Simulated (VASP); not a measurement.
TiO2, 12 atoms in the cell. It takes space group P4_2/mnm (No. 136, tetragonal). The conventional cell has a = 4.594 Å, b = 4.594 Å, c = 2.958 Å, α = 90.00°, β = 90.00°, γ = 90.00°. Within 2.6 Å of Ti (site symmetry mmm) lie 6 O at 1.95 to 1.98 Å. O (site symmetry m2m) has 3 Ti at 1.95 to 1.98 Å and 1 O at 2.53 Å within 2.6 Å. 

| Item | Value |
| --- | --- |
| Program | VASP 6.6.1 |
| Task | single point |
| Functional | PBE |
| Potentials or basis | VASP PAW PBE potentials, release 64 (Ti_sv, O) |
| Cutoff | 520 eV |
| k mesh | 3 × 4 × 3 |
| Occupations | fermi-dirac, width 0.05 eV |
| Spin | collinear spin, zero start |
| Starting moments | [0.0, 0.0, 0.0, 0.0, 0.0, 0.0, 0.0, 0.0, 0.0, 0.0, 0.0, 0.0] μB |
| Dipole correction | no |
| Further INCAR settings | ALGO = Normal; EDIFF = 1e-06; NBANDS = 64 |

Potentials or basis: VASP PAW PBE potentials, release 64 (Ti_sv, O).

Run with:

```bash
$ cat potpaw_PBE.64/Ti_sv/POTCAR potpaw_PBE.64/O/POTCAR > POTCAR
$ mpirun -np 1 vasp_std > vasp.out
```

Hardware: 1 thread of Intel(R) Xeon(R) Platinum 8488C (Sapphire Rapids), with other jobs on the host.

Task: How long does it take, and how much memory?

Result: It took 4.1 min on 1 thread of Intel(R) Xeon(R) Platinum 8488C (Sapphire Rapids), on a shared host, peak memory 0.35 GiB. Counts: scf iterations 17, k points 12.
